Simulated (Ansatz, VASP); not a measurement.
## SiGe3: VASP beside Ansatz

The input POSCAR:

```
SiGe3
1.0
    4.0477687992      0.0000000000      0.0000000000
    0.0000000000      4.0477687992      0.0000000000
    0.0000000000      0.0000000000      5.7036679469
Si Ge
1 3
Direct
    0.0000000000      0.0000000000      0.0000000000
    0.0000000000      0.5000000000      0.2442925744
    0.5000000000      0.5000000000      0.5000000000
    0.5000000000      0.0000000000      0.7557074256
```

File INCAR.step1:

```
SYSTEM = SiGe3
PREC = Accurate ; ENCUT = 520
ISMEAR = 0 ; SIGMA = 0.01
LREAL = .False. ; LASPH = .True.
NELM = 80 ; NBANDS = 31
GGA = PE ; ALGO = Normal
EDIFF = 1E-4 ; LWAVE = .True.
LCHARG = .False.
```

INCAR.step2

```
SYSTEM = SiGe3
PREC = Accurate ; ENCUT = 520
EDIFF = 1E-7 ; ISMEAR = 0
SIGMA = 0.01 ; LREAL = .False.
LASPH = .True. ; NELM = 80
ALGO = Normal ; ISIF = 2
LWAVE = .False. ; LCHARG = .False.
METAGGA = R2SCAN ; LMIXTAU = .True.
NBANDS = 31 ; ISTART = 1
```

File KPOINTS:

```
Automatic mesh
0
Gamma
  6 6 4
  0 0 0
```

Input for Ansatz:

```yaml
crystal:
  lattice:
    - [4.0477687992, 0.0, 0.0]
    - [0.0, 4.0477687992, 0.0]
    - [0.0, 0.0, 5.7036679469]
  atoms:
    - { symbol: Si, position: [0.0, 0.0, 0.0] }
    - { symbol: Ge, position: [0.0, 0.5, 0.2442925744] }
    - { symbol: Ge, position: [0.5, 0.5, 0.5] }
    - { symbol: Ge, position: [0.5, 0.0, 0.7557074256] }
kpoints:
  mp_grid: { grid: [6, 6, 4] }
hamiltonian:
  xc: r2scan
scf:
  occupations: { method: fixed }
  n_extra_bands: 5
output:
  forces: true
  stress: true
  eigenvalues: true
```

Alike in both runs: task single point; functional r2SCAN; k mesh 6 × 6 × 4; no spin polarisation.

```csv
,VASP,Ansatz
version,VASP 6.6.1,Ansatz 0.2.0
potentials or method,"VASP PAW PBE potentials, release 64 (Si, Ge_d)","plane waves, PAW"
plane-wave cutoff (eV),520,500
occupations,"gaussian, width 0.01 eV",fixed
valence electrons in the cell,46,46
```

```tsv
	VASP	Ansatz	Ansatz less VASP
gap on the k mesh at the Fermi level (eV)	0.36	0.38	+0.014
pressure (GPa)	-4.0	-4.0	+0.01
```

VASP's potentials were made for PBE, not for r2SCAN.
